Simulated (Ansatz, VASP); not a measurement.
**ZnS in VASP and in Ansatz**

INCAR

```
PREC = Accurate
ENCUT = 520
EDIFF = 1E-6
ISMEAR = -1
SIGMA = 0.02
LREAL = False
LASPH = True
NELM = 60
ALGO = Normal
ISIF = 2
LWAVE = False
LCHARG = False
GGA = PE
NBANDS = 16
```

The input KPOINTS:

```
Automatic mesh
0
Gamma
  8 8 8
```

File POSCAR:

```
ZnS
1.0
    0.0000000000      2.6940858334      2.6132632584
    2.6940858334      0.0000000000      2.6132632584
    2.6940858334      2.6940858334      0.0000000000
Zn S
1 1
Direct
    0.0000000000      0.0000000000      0.0000000000
    0.2500000000      0.2500000000      0.2500000000
```

Input for Ansatz:

```yaml
crystal:
  lattice:
    - [0.0, 2.6940858334, 2.6132632584]
    - [2.6940858334, 0.0, 2.6132632584]
    - [2.6940858334, 2.6940858334, 0.0]
  atoms:
    - { symbol: Zn, position: [0.0, 0.0, 0.0] }
    - { symbol: S, position: [0.25, 0.25, 0.25] }
kpoints:
  mp_grid: { grid: [8, 8, 8] }
  band_path:
    path:
      - [0.0, 0.0, 0.0]
      - [-0.5, -0.5, 0.0]
      - [-0.375, -0.375, 0.25]
      - [-0.375, 0.0, 0.375]
      - [0.0, 0.0, 0.5]
      - [-0.5, -0.25, 0.25]
    npoints: 1
hamiltonian:
  xc: pbe
scf:
  occupations: { method: fermi_dirac, width: 0.02 }
  n_extra_bands: 4
output:
  forces: true
  stress: true
  eigenvalues: true
```

Change from the starting cell: uniaxial_z strain -3.0%.

Alike in both runs: task single point; functional PBE; k mesh 8 × 8 × 8; occupations fermi-dirac, width 0.02 eV; no spin polarisation.

```csv
,VASP,Ansatz
version,VASP 6.6.1,Ansatz 0.2.0
potentials or method,"VASP PAW PBE potentials, release 64 (Zn, S)","plane waves, PAW"
plane-wave cutoff (eV),520,420
valence electrons in the cell,18,18
```

|  | VASP | Ansatz | Ansatz less VASP |
| --- | --- | --- | --- |
| gap on the k mesh at the Fermi level (eV) | 2.22 | 2.21 | -0.008 |
| pressure (GPa) | 5.0 | 4.8 | -0.19 |
| traceless stress, the component that is largest in VASP (GPa) | 0.73 | 0.74 | +0.005 |
